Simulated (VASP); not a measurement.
# SnSe (Fm-3m) in VASP: G0W0 quasiparticle levels with PBE

Aim: the G0W0 quasiparticle levels of SnSe with PBE.

Everything below comes from runs of VASP 6.6.1. Logs are shortened: lines on timing, memory, paths and dates and some standing lists are left out, and cuts for length are marked.

### Step 1. The cell of the first run

The structure is cubic, space group Fm-3m (No. 225). Conventional cell: a = 6.004 Å, b = 6.004 Å, c = 6.004 Å, α = 90.00°, β = 90.00°, γ = 90.00°. Sn (site symmetry m-3m) has 6 Se at 3.00 Å within 4.0 Å. Se (site symmetry m-3m) has 6 Sn at 3.00 Å within 4.0 Å.

### Step 2. G0W0 quasiparticle levels, PBE

File POSCAR:

```
SnSe
1.0
    0.0000000000      3.0021131538      3.0021131538
    3.0021131538      0.0000000000      3.0021131538
    3.0021131538      3.0021131538      0.0000000000
Sn Se
1 1
Direct
    0.0000000000      0.0000000000      0.0000000000
    0.5000000000      0.5000000000      0.5000000000
```

File INCAR.step1:

```
SYSTEM = SnSe
PREC = Accurate ; ENCUT = 500
EDIFF = 1E-8 ; ISMEAR = 0
SIGMA = 0.01 ; LREAL = .FALSE.
LASPH = .TRUE. ; NELM = 100
ALGO = Normal ; LWAVE = .TRUE.
LCHARG = .FALSE. ; GGA = PE
```

File INCAR.step2:

```
SYSTEM = SnSe
PREC = Accurate ; ENCUT = 500
EDIFF = 1E-8 ; ISMEAR = 0
SIGMA = 0.01 ; LREAL = .FALSE.
LASPH = .TRUE. ; NELM = 1
ALGO = Exact ; LWAVE = .TRUE.
LCHARG = .FALSE. ; GGA = PE
NBANDS = 70 ; LOPTICS = .TRUE.
ISTART = 1
```

File INCAR.step3:

```
SYSTEM = SnSe
PREC = Accurate ; ENCUT = 500
EDIFF = 1E-8 ; ISMEAR = 0
SIGMA = 0.01 ; LREAL = .FALSE.
LASPH = .TRUE. ; ALGO = EVGW0
LWAVE = .FALSE. ; LCHARG = .FALSE.
GGA = PE ; NELMGW = 1
NBANDS = 70 ; ENCUTGW = 80.0
NOMEGA = 48 ; PRECFOCK = Fast
ISTART = 1 ; NBANDSGW = 18
```

File KPOINTS:

```
Automatic mesh
0
G
  4 4 4
  0 0 0
```

Potentials or basis: VASP PAW PBE potentials, release 64 (Sn_d_GW, Se_GW).

On the command line:

```bash
$ cat potpaw_PBE.64/Sn_d_GW/POTCAR potpaw_PBE.64/Se_GW/POTCAR > POTCAR
$ cp INCAR.step1 INCAR
$ mpirun -np 1 vasp_std > vasp.out
$ cp INCAR.step2 INCAR
$ mpirun -np 1 vasp_std > vasp.out
$ cp INCAR.step3 INCAR
$ mpirun -np 1 vasp_std > vasp.out
```

OUTCAR:

```text
SYSTEM = SnSe
   PREC = Accurate
   ENCUT = 500
   EDIFF = 1E-8
   ISMEAR = 0
   LREAL = .FALSE.
   LASPH = .TRUE.
   GGA = PE
   NELMGW = 1
   ENCUTGW = 80.0
   PRECFOCK = Fast
   ISTART = 1

 ion  position               nearest neighbor table
   1  0.000  0.000  0.000-
   2  0.500  0.500  0.500-

  LATTYP: Found a face centered cubic cell.
 ALAT       =     6.0042263076

  Lattice vectors:

 A1 = (   0.0000000000,   3.0021131538,   3.0021131538)
 A2 = (   3.0021131538,   0.0000000000,   3.0021131538)
 A3 = (   3.0021131538,   3.0021131538,   0.0000000000)

Analysis of symmetry for initial positions (statically):
=====================================================================
 Subroutine PRICEL returns:
 Original cell was already a primitive cell.

 Routine SETGRP: Setting up the symmetry group for a
 face centered cubic supercell.

 Subroutine GETGRP returns: Found 48 space group operations
 (whereof 48 operations were pure point group operations)
 out of a pool of 48 trial point group operations.

The static configuration has the point symmetry O_h .

Analysis of symmetry for dynamics (positions and initial velocities):
=====================================================================
 Subroutine PRICEL returns:
 Original cell was already a primitive cell.

 Routine SETGRP: Setting up the symmetry group for a
 face centered cubic supercell.

 Subroutine GETGRP returns: Found 48 space group operations
 (whereof 48 operations were pure point group operations)
 out of a pool of 48 trial point group operations.

The dynamic configuration has the point symmetry O_h .

 Subroutine INISYM returns: Found 48 space group operations
 (whereof 48 operations are pure point group operations),
 and found     1 'primitive' translations

----------------------------------------------------------------------------------------

                                     Primitive cell

  volume of cell :      54.1142

  direct lattice vectors                    reciprocal lattice vectors
     0.000000000  3.002113154  3.002113154    -0.166549352  0.166549352  0.166549352
     3.002113154  0.000000000  3.002113154     0.166549352 -0.166549352  0.166549352
     3.002113154  3.002113154  0.000000000     0.166549352  0.166549352 -0.166549352

  length of vectors
     4.245629138  4.245629138  4.245629138     0.288471939  0.288471939  0.288471939

  position of ions in fractional coordinates (direct lattice)
     0.000000000  0.000000000  0.000000000
     0.500000000  0.500000000  0.500000000

  ion indices of the primitive-cell ions
   primitive index   ion index
                 1           1
                 2           2

----------------------------------------------------------------------------------------

 KPOINTS: Automatic mesh

Automatic generation of k-mesh.
 Grid dimensions read from file:
 generate k-points for:    4    4    4

 Generating k-lattice:

  Cartesian coordinates                     Fractional coordinates (reciprocal lattice)
    -0.041637338  0.041637338  0.041637338     0.250000000  0.000000000  0.000000000
     0.041637338 -0.041637338  0.041637338     0.000000000  0.250000000  0.000000000
     0.041637338  0.041637338 -0.041637338     0.000000000  0.000000000  0.250000000

  Length of vectors
     0.072117985  0.072117985  0.072117985

  Shift w.r.t. Gamma in fractional coordinates (k-lattice)
     0.000000000  0.000000000  0.000000000

 Subroutine IBZKPT returns following result:
 ===========================================

 Found      8 irreducible k-points:

 Following reciprocal coordinates:
            Coordinates               Weight
  0.000000  0.000000  0.000000      1.000000
  0.250000  0.000000  0.000000      8.000000
  0.500000  0.000000  0.000000      4.000000
  0.250000  0.250000  0.000000      6.000000
  0.500000  0.250000  0.000000     24.000000
 -0.250000  0.250000  0.000000     12.000000
  0.500000  0.500000  0.000000      3.000000
 -0.250000  0.500000  0.250000      6.000000
   k-points           NKPTS =      8   k-points in BZ     NKDIM =     64   number of bands    NBANDS=     70
   number of dos      NEDOS =    301   number of ions     NIONS =      2
   total plane-waves  NPLWV =  32768
   dimension x,y,z NGX =    32 NGY =   32 NGZ =   32
   dimension x,y,z NGXF=    64 NGYF=   64 NGZF=   64
   ions per type =               1   1
   NGX,Y,Z   is equivalent  to a cutoff of  12.53, 12.53, 12.53 a.u.
   NGXF,Y,Z  is equivalent  to a cutoff of  25.06, 25.06, 25.06 a.u.
 SYSTEM =  SnSe
   PREC   = accura    normal or accurate (medium, high low for compatibility)
   ISTART =      1    job   : 0-new  1-cont  2-samecut
   ICHARG =      0    charge: 1-file 2-atom 10-const
   ISPIN  =      1    spin polarized calculation?
   LNONCOLLINEAR =      F non collinear calculations
   LSORBIT =      F    spin-orbit coupling
   LASPH  =      T    aspherical Exc in radial PAW
   ENCUT  =  500.0 eV  36.75 Ry    6.06 a.u.   7.74  7.74  7.74*2*pi/ulx,y,z
   NELM   =     60;   NELMIN=  2; NELMDL=  0     # of ELM steps
   EDIFF  = 0.1E-07   stopping-criterion for ELM
   LREAL  =      F    real-space projection
   EDIFFG = 0.1E-06   stopping-criterion for IOM
   NSW    =      0    number of steps for IOM
   IBRION =     -1    ionic relax: 0-MD 1-quasi-New 2-CG
   NFREE  =      0    steps in history (QN), initial steepest desc. (CG)
   ISIF   =      0    stress and relaxation
   ISYM   =      3    0-nonsym 1-usesym 2-fastsym
   POTIM  = 0.5000    time-step for ionic-motion
   TEBEG  =    0.0;   TEEND  =   0.0 temperature during run
   PSTRESS=    0.0 pullay stress
   NELECT =      20.0000    total number of electrons
   NUPDOWN=      -1.0000    fix difference up-down
   EMIN   =  10.00;   EMAX   =-10.00  energy-range for DOS
   EFERMI =   0.00;   METHOD = LEGACY
   ISMEAR =     0;   SIGMA  =   0.01  broadening in eV -4-tet -1-fermi 0-gaus
   EFERMI_NEDOS =   21; number of points for ismear=-14 and -15
   IALGO  =     38    algorithm
   IMIX   =      4    mixing-type and parameters
     AMIX     =   0.40;   BMIX     =  1.00
     AMIX_MAG =   1.60;   BMIX_MAG =  1.00
  volume/ion in A,a.u.               =      27.06       182.59
  Fermi-wavevector in a.u.,A,eV,Ry     =   1.174846  2.220138 18.779634  1.380264
  Thomas-Fermi vector in A             =   2.311237
   LORBIT       =      0    0 simple, 1 ext, 2 COOP (PROOUT), +10 PAW based schemes
   GGA     = PE    functional components
   LHFCALC =     T    Hartree Fock is set to
   PRECFOCK=fast      Normal, Fast or Accurate (Low or Medium for compatibility)
   ENCUT4O =  -1.0   cutoff for four orbital integrals eV
   NKREDX  =     1    reduce k-point grid by
   NKREDY  =     1    reduce k-point grid by
   NKREDZ  =     1    reduce k-point grid by
   AEXX    =    1.0000 exact exchange contribution
   HFSCREEN=    0.0000 screening length (either q_TF or 0.3 A-1)
   HFSCREENC=   0.0000 screening length for correlation (either q_TF or 0.3 A-1)
   ENCUTFOCK=  -1.0 apply spherical cutoff to Coloumb kernel
   IVDW    =     0    specifies the selected vdW correction
   LEPSILON=     F    determine dielectric tensor
   LRPA    =     F    only Hartree local field effects (RPA)
   LRPAFORCE           =     F    calculate RPA forces
   ENCUTGW             =  80.0    cutoff for response function in eV
   ENCUTGWSOFT         =  64.0    soft cutoff for Coulomb kernel in GW response function in eV
   ENCUTLF             =  -1.0    cutoff for local field effects
   NELMGW              =     1    number of iterations in solving QP/BSE equation
   NELMHF              =     1    number of iterations in the inner HF iteration
   NKREDLFX            =     1    NKREDLFY  =   1   NKREDLFZ  =   1
 non-spin polarized calculation
 Gauss-broadening in eV      SIGMA  =   0.01
  energy-cutoff  :      500.00
  volume of cell :       54.11
 maximum number of plane-waves:      1384
 NGX is ok and might be reduce to    32
  NGX = 18; NGY = 18; NGZ = 18
   NGX = 15   NGY = 15   NGZ = 15
 maximum number of plane-waves:        92
 NGX is ok and might be reduce to    14

 QP shifts <psi_nk| G(iteration)W_0 |psi_nk>: iteration 1
 for sc-GW calculations column KS-energies equals QP-energies in previous step
 and V_xc(KS)=  KS-energies - (<T + V_ion + V_H > + <T+V_H+V_ion>^1  + <V_x>^1)

 k-point   1 :       0.0000    0.0000    0.0000
  band No.  KS-energies  QP-energies   sigma(KS)   V_xc(KS)     V^pw_x(r,r')   Z            occupation Imag(sigma)

      1     -17.1731     -19.1883     -20.6219     -17.5083     -27.0671       0.6473       2.0000       0.3655
      2     -17.1731     -19.1883     -20.6219     -17.5083     -27.0671       0.6473       2.0000       0.3655
      3     -17.1731     -19.1883     -20.6219     -17.5083     -27.0671       0.6473       2.0000       0.3655
      4     -17.1731     -19.1883     -20.6219     -17.5083     -27.0671       0.6473       2.0000       0.3655
      5     -17.1731     -19.1883     -20.6219     -17.5083     -27.0671       0.6473       2.0000       0.3655
      6      -9.5022      -9.4277     -11.8765     -11.9987     -19.4196       0.6099       2.0000       1.3085
[... 10 lines left out ...]
     17      12.6137      12.7876      -9.6406      -9.8734      -4.8266       0.7471       0.0000      -0.3668
     18      12.6137      12.7876      -9.6406      -9.8734      -4.8266       0.7471       0.0000      -0.3668

 k-point   2 :       0.2500    0.0000    0.0000
  band No.  KS-energies  QP-energies   sigma(KS)   V_xc(KS)     V^pw_x(r,r')   Z            occupation Imag(sigma)

      1     -17.1770     -19.2085     -20.6341     -17.5083     -27.0890       0.6499       2.0000       0.3820
      2     -17.1770     -19.2085     -20.6341     -17.5083     -27.0890       0.6499       2.0000       0.3820
      3     -17.1719     -19.1804     -20.6101     -17.5032     -27.0461       0.6464       2.0000       0.3591
      4     -17.1665     -19.1860     -20.6258     -17.5143     -27.0636       0.6490       2.0000       0.3597
      5     -17.1665     -19.1860     -20.6258     -17.5143     -27.0636       0.6490       2.0000       0.3597
      6      -9.0969      -9.0159     -12.0969     -12.2279     -19.4734       0.6183       2.0000       1.2279
[... 10 lines left out ...]
     17      15.8045      16.0867      -9.9227     -10.2948      -4.2152       0.7586       0.0000      -0.7988
     18      15.8045      16.0867      -9.9227     -10.2948      -4.2152       0.7586       0.0000      -0.7988

 k-point   3 :       0.5000    0.0000    0.0000
  band No.  KS-energies  QP-energies   sigma(KS)   V_xc(KS)     V^pw_x(r,r')   Z            occupation Imag(sigma)
[... 89 lines left out ...]
      1     -17.2022     -19.1914     -20.5534     -17.4684     -27.0715       0.6448       2.0000       0.4150
      2     -17.1799     -19.1797     -20.5931     -17.4918     -27.0338       0.6448       2.0000       0.3624
      3     -17.1650     -19.2087     -20.6568     -17.5269     -27.1109       0.6530       2.0000       0.3760
      4     -17.1552     -19.1845     -20.6355     -17.5265     -27.0639       0.6527       2.0000       0.3528
      5     -17.1552     -19.1845     -20.6355     -17.5265     -27.0639       0.6527       2.0000       0.3528
      6      -8.2830      -8.1845     -12.7335     -12.8910     -19.7546       0.6255       2.0000       1.0352
[... 10 lines left out ...]
     17      17.0894      17.2118      -9.2817      -9.4472      -3.5266       0.7397       0.0000      -0.7142
     18      17.0894      17.2118      -9.2817      -9.4472      -3.5266       0.7397       0.0000      -0.7142

 k-point   8 :      -0.2500    0.5000    0.2500
  band No.  KS-energies  QP-energies   sigma(KS)   V_xc(KS)     V^pw_x(r,r')   Z            occupation Imag(sigma)

      1     -17.1929     -19.1913     -20.5796     -17.4829     -27.0817       0.6453       2.0000       0.4055
      2     -17.1717     -19.2189     -20.6519     -17.5177     -27.1085       0.6532       2.0000       0.3883
      3     -17.1678     -19.1807     -20.6145     -17.5087     -27.0489       0.6481       2.0000       0.3580
      4     -17.1678     -19.1807     -20.6145     -17.5087     -27.0489       0.6481       2.0000       0.3580
      5     -17.1552     -19.1846     -20.6361     -17.5265     -27.0642       0.6526       2.0000       0.3526
      6      -8.2554      -8.1459     -12.7414     -12.9162     -19.7732       0.6262       2.0000       1.0348
[... 10 lines left out ...]
     17      17.2250      17.3657      -9.3285      -9.5195      -3.5695       0.7366       0.0000      -0.7026
     18      17.4216      17.8799      -9.9049     -10.4920      -4.2148       0.7805       0.0000      -0.8476
```

Run time: 2.3 min. Hardware: 1 thread of AMD EPYC 9R45 (Zen 5), shared host; peak memory 0.47 GiB.

Results:

| Item | Value |
| --- | --- |
| Quasiparticle gap | 0.83 eV |
| Least direct quasiparticle gap | 0.83 eV |
| Band gap of the starting levels on the mesh | 0.60 eV |
| Least direct gap of the starting levels on the mesh | 0.60 eV |

Caveat: the k points lie up to 0.45 Å⁻¹ apart; bands, screening cutoff and mesh are small and nothing is extrapolated, so the quasiparticle values aren't converged; spin-orbit coupling is left out, which moves the levels of the heavy elements.
